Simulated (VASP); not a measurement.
Here is a VASP 6.6.1 calculation.

The input INCAR:

```
SYSTEM = TaTe
PREC     = Accurate       ! precision mode
ENCUT    = 520            ! plane-wave cutoff, eV
EDIFF    = 1E-6           ! SCF threshold, eV
ISMEAR   = -1             ! smearing method
SIGMA    = 0.05           ! smearing width, eV
LREAL    = .FALSE.        ! projectors in reciprocal space
LASPH    = .TRUE.         ! aspherical terms in the spheres
NELM     = 80             ! most SCF steps
ALGO     = Normal         ! electronic algorithm
ISIF     = 2              ! what is computed and relaxed
LWAVE    = .FALSE.        ! write WAVECAR
LCHARG   = .FALSE.        ! write CHGCAR
GGA      = PE             ! functional
NBANDS   = 16             ! bands
```

The input KPOINTS:

```
regular mesh
0
G
  8 8 8
  0 0 0
```

POSCAR

```
TaTe
1.0
    3.4057431515      0.0000000000      0.0000000000
    0.0000000000      3.4057431515      0.0000000000
    0.0000000000      0.0000000000      3.4057431515
Ta Te
1 1
Direct
    0.5000000000      0.5000000000      0.5000000000
    0.0000000000      0.0000000000      0.0000000000
```

Potentials or basis: VASP PAW PBE potentials, release 64 (Ta_pv, Te).

The run is started by

```sh
$ cat potpaw_PBE.64/Ta_pv/POTCAR potpaw_PBE.64/Te/POTCAR > POTCAR
$ mpirun -np 1 vasp_std > vasp.out
```

Estimate the pressure.

2.0 GPa.
